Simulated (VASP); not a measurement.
# Ru (Pm-3m) in VASP: a series of runs, part 2 of 2

VASP 6.6.1. Earlier steps stand in the parts before.

**3. Single point, r2SCAN, collinear spin, ferromagnetic start (16.06 Å³/atom)**

This run uses another cell than the first one, of 16.06 Å³/atom.

Input file POSCAR:

```
Ru
1.0
    2.5231855911      0.0000000000      0.0000000000
    0.0000000000      2.5231855911      0.0000000000
    0.0000000000      0.0000000000      2.5231855911
Ru
1
Direct
    0.0000000000      0.0000000000      0.0000000000
```

Input file INCAR.step1:

```
  ALGO = Normal
  EDIFF = 1E-4
  ENCUT = 520
  GGA = PE
  ISMEAR = -1
  ISPIN = 2
  LASPH = True
  LCHARG = False
  LMAXMIX = 4
  LREAL = False
  LWAVE = True
  MAGMOM = 1
  NBANDS = 17
  NELM = 150
  PREC = Accurate
  SIGMA = 0.05
```

Input file INCAR.step2:

```
  ALGO = Normal
  EDIFF = 1E-6
  ENCUT = 520
  ISIF = 2
  ISMEAR = -1
  ISPIN = 2
  ISTART = 1
  LASPH = True
  LCHARG = True
  LELF = True
  LMAXMIX = 4
  LMIXTAU = True
  LORBIT = 11
  LREAL = False
  LVHAR = True
  LWAVE = False
  MAGMOM = 1
  METAGGA = R2SCAN
  NBANDS = 17
  NELM = 150
  PREC = Accurate
  SIGMA = 0.05
```

Input file KPOINTS:

```
k-points
0
Gamma
  21 21 21
```

Potentials or basis: VASP PAW PBE potentials, release 64 (Ru_pv).

Command:

```sh
$ cat potpaw_PBE.64/Ru_pv/POTCAR > POTCAR
$ cp INCAR.step1 INCAR
$ mpirun -np 1 vasp_std > vasp.out
$ cp INCAR.step2 INCAR
$ mpirun -np 1 vasp_std > vasp.out
```

OUTCAR:

```text
EDIFF = 1E-6
   ENCUT = 520
   ISIF = 2
   ISMEAR = -1
   ISPIN = 2
   ISTART = 1
   LASPH = True
   LORBIT = 11
   LREAL = False
   METAGGA = R2SCAN
   NELM = 150
   PREC = Accurate

 ion  position               nearest neighbor table
   1  0.000  0.000  0.000-

  LATTYP: Found a simple cubic cell.
 ALAT       =     2.5231855911

  Lattice vectors:

 A1 = (   2.5231855911,   0.0000000000,   0.0000000000)
 A2 = (   0.0000000000,   2.5231855911,   0.0000000000)
 A3 = (   0.0000000000,   0.0000000000,   2.5231855911)

Analysis of symmetry for initial positions (statically):
=====================================================================
 Subroutine PRICEL returns:
 Original cell was already a primitive cell.

 Routine SETGRP: Setting up the symmetry group for a
 simple cubic supercell.

 Subroutine GETGRP returns: Found 48 space group operations
 (whereof 48 operations were pure point group operations)
 out of a pool of 48 trial point group operations.

The static configuration has the point symmetry O_h .

Analysis of symmetry for dynamics (positions and initial velocities):
[... 658 lines left out ...]
     17      41.1782      0.00000

 [... further k-points ...]

 spin component 2

 k-point     1 :       0.0000    0.0000    0.0000
  band No.  band energies     occupation
      1     -33.5374      1.00000
      2     -33.5374      1.00000
      3     -33.5374      1.00000
      4       2.9449      1.00000
      5       4.6880      1.00000
      6       4.6880      1.00000
[... 459 lines left out ...]
      6       6.0158      1.00000
[... 9 lines left out ...]
     16      39.7982      0.00000
     17      41.1780      0.00000

 [... further k-points ...]

------------------------ aborting loop because EDIFF is reached ----------------------------------------

  FORCE on cell =-STRESS in cart. coord.  units (eV):
  Direction    XX          YY          ZZ          XY          YZ          ZX
  --------------------------------------------------------------------------------------
  -------------------------------------------------------------------------------------
  Total       -0.7438992     -0.7438992     -0.7438992      0.0000000     -0.0000000      0.0000000
  in kB      -74.1954155    -74.1954155    -74.1954155      0.0000000     -0.0000000      0.0000000
  external PRESSURE =     -74.1954155 kB  Pullay stress =       0.0000000 kB

 VOLUME and BASIS-vectors are now :
 -----------------------------------------------------------------------------
  energy-cutoff  :      520.00
  volume of cell :       16.06
      direct lattice vectors                 reciprocal lattice vectors
     2.523185591  0.000000000  0.000000000     0.396324394  0.000000000  0.000000000
     0.000000000  2.523185591  0.000000000     0.000000000  0.396324394  0.000000000
     0.000000000  0.000000000  2.523185591     0.000000000  0.000000000  0.396324394

 POSITION                                       TOTAL-FORCE (eV/Angst)
 -----------------------------------------------------------------------------------
      0.00000      0.00000      0.00000         0.000000      0.000000      0.000000
 -----------------------------------------------------------------------------------
    total drift:                               -0.000000      0.000000      0.000000

  FREE ENERGIE OF THE ION-ELECTRON SYSTEM (eV)
  ---------------------------------------------------
  free  energy   TOTEN  =       -24.2557018415 eV

  energy  without entropy=      -24.2429654591  energy(sigma->0) =      -24.24933365

 total charge

# of ion       s       p       d       tot
------------------------------------------
    1        0.390   6.197   6.079  12.666

 magnetization (x)

# of ion       s       p       d       tot
------------------------------------------
    1        0.000   0.000  -0.000  -0.000
```

OSZICAR.step1:

```text
N       E                     dE             d eps       ncg     rms          rms(c)
DAV:   1     0.115760212413E+03    0.11576E+03   -0.75644E+03 19664   0.821E+02
DAV:   2    -0.660315669891E+01   -0.12236E+03   -0.11615E+03 21514   0.271E+02
DAV:   3    -0.840553943214E+01   -0.18024E+01   -0.17939E+01 22482   0.352E+01
DAV:   4    -0.841130611934E+01   -0.57667E-02   -0.57663E-02 21686   0.206E+00
DAV:   5    -0.841134238427E+01   -0.36265E-04   -0.36264E-04 22415   0.147E-01    0.998E+00
DAV:   6    -0.810844400694E+01    0.30290E+00   -0.46193E-01 21174   0.789E+00    0.306E+00
DAV:   7    -0.810281607422E+01    0.56279E-02   -0.36526E-02 21486   0.175E+00    0.130E+00
DAV:   8    -0.810350035125E+01   -0.68428E-03   -0.22943E-03 20965   0.497E-01    0.712E-01
DAV:   9    -0.810329507110E+01    0.20528E-03   -0.80537E-04 20905   0.277E-01    0.133E-01
DAV:  10    -0.810343684265E+01   -0.14177E-03   -0.10351E-04 12134   0.103E-01    0.407E-02
DAV:  11    -0.810344437503E+01   -0.75324E-05   -0.99857E-06 10238   0.304E-02
   1 F= -.81034444E+01 E0= -.80967677E+01  d E =-.133533E-01  mag=    -0.0003
```

Run time: 5.8 min. Hardware: 1 thread of Intel Xeon Platinum 8488C (Sapphire Rapids), shared host; peak memory 0.22 GiB.

What came out:

```yaml
Free_energy: -24.2557 eV
Pressure: -7.4 GPa
Band_gap_on_the_k_mesh: zero (filled and empty bands overlap)
Net_moment: 0.00 μB per cell
Valence_electrons_inside_the_program's_atomic_spheres: Ru 12.67
```

Caveat: the cell stands under tension; an empty level that is flat over the whole mesh can mark a ghost state of the potentials, or a narrow d or f band; the PAW data sets were made with another functional, which shifts forces and pressure a little.

**4. Single point, r2SCAN, collinear spin, ferromagnetic start (16.68 Å³/atom)**

This run uses another cell than the first one, of 16.68 Å³/atom.

Input file POSCAR:

```
Ru
1.0
    2.5551280401      0.0000000000      0.0000000000
    0.0000000000      2.5551280401      0.0000000000
    0.0000000000      0.0000000000      2.5551280401
Ru
1
Direct
    0.0000000000      0.0000000000      0.0000000000
```

Input file INCAR.step1:

```
SYSTEM = Ru
PREC     = Accurate       ! precision mode
ENCUT    = 520            ! plane-wave cutoff, eV
ISMEAR   = -1             ! smearing method
SIGMA    = 0.05           ! smearing width, eV
LREAL    = .FALSE.        ! projectors in reciprocal space
LASPH    = .TRUE.         ! aspherical terms in the spheres
NELM     = 150            ! most SCF steps
ISPIN    = 2              ! spin polarisation
MAGMOM   = 1              ! initial moments
LMAXMIX  = 4              ! l up to which the mixer works
NBANDS   = 17             ! bands
GGA      = PE             ! functional
ALGO     = Normal         ! electronic algorithm
EDIFF    = 1E-4           ! SCF threshold, eV
LWAVE    = .TRUE.         ! write WAVECAR
LCHARG   = .FALSE.        ! write CHGCAR
```

Input file INCAR.step2:

```
SYSTEM = Ru
PREC     = Accurate       ! precision mode
ENCUT    = 520            ! plane-wave cutoff, eV
EDIFF    = 1E-7           ! SCF threshold, eV
ISMEAR   = -1             ! smearing method
SIGMA    = 0.05           ! smearing width, eV
LREAL    = .FALSE.        ! projectors in reciprocal space
LASPH    = .TRUE.         ! aspherical terms in the spheres
NELM     = 150            ! most SCF steps
ALGO     = Normal         ! electronic algorithm
ISIF     = 2              ! what is computed and relaxed
LWAVE    = .FALSE.        ! write WAVECAR
LCHARG   = .FALSE.        ! write CHGCAR
ISPIN    = 2              ! spin polarisation
MAGMOM   = 1              ! initial moments
LORBIT   = 11             ! projections on sites
LMAXMIX  = 4              ! l up to which the mixer works
METAGGA  = R2SCAN         ! meta-GGA
LMIXTAU  = .TRUE.       
NBANDS   = 17             ! bands
ISTART   = 1
```

Input file KPOINTS:

```
Automatic mesh
0
G
  21 21 21
  0 0 0
```

Command:

```sh
$ cat potpaw_PBE.64/Ru_pv/POTCAR > POTCAR
$ cp INCAR.step1 INCAR
$ mpirun -np 1 vasp_std > vasp.out
$ cp INCAR.step2 INCAR
$ mpirun -np 1 vasp_std > vasp.out
```

It took 6.3 min on 1 thread of Intel Xeon Platinum 8488C (Sapphire Rapids), shared host; peak memory 0.22 GiB.

It converged, with:

```
Free energy                                           : -24.2132 eV
Pressure                                              : -14.5 GPa
Band gap on the k mesh                                : zero (filled and empty bands overlap)
Net moment                                            : 0.00 μB per cell
Valence electrons inside the program's atomic spheres : Ru 12.60
```

Levels at points of the mesh, in eV from the Fermi level:
Spin up:
| k point | band 4 | band 5 | band 6 | band 7 | band 8 | band 9 | band 10 | band 11 |
| --- | --- | --- | --- | --- | --- | --- | --- | --- |
| (0.00, 0.00, 0.00) | -7.03 | -5.24 | -5.24 | 1.53 | 1.53 | 1.53 | 8.99 | 17.06 |
Spin down:
```csv
k point,band 4,band 5,band 6,band 7,band 8,band 9,band 10,band 11
"(0.00, 0.00, 0.00)",-7.03,-5.24,-5.24,1.53,1.53,1.53,8.99,17.06
```

Caveat: the cell stands under tension; an empty level that is flat over the whole mesh can mark a ghost state of the potentials, or a narrow d or f band; the PAW data sets were made with another functional, which shifts forces and pressure a little.

**5. Overview**

| cell | gap on the mesh (eV) | pressure (GPa) | moment (μB) |
| --- | --- | --- | --- |
| a = 2.490 Å, 1 atom | none | 1.4 | 0.00 |
| a = 2.523 Å, 1 atom | none | -7.4 | 0.00 |
| a = 2.555 Å, 1 atom | none | -14.5 | 0.00 |

Alike in all rows: task single point; level r2SCAN; potentials or basis VASP PAW PBE potentials, release 64 (Ru_pv); spin collinear, ferromagnetic start; k mesh 21 × 21 × 21; cutoff (eV) 520; smearing fermi-dirac 0.05 eV.

Caveats: the PAW data sets were made with another functional, which shifts forces and pressure a little; the cell stands under tension (at least some runs); an empty level that is flat over the whole mesh can mark a ghost state of the potentials, or a narrow d or f band (at least some runs).

Absolute energies hang on the potentials; compare differences alone.
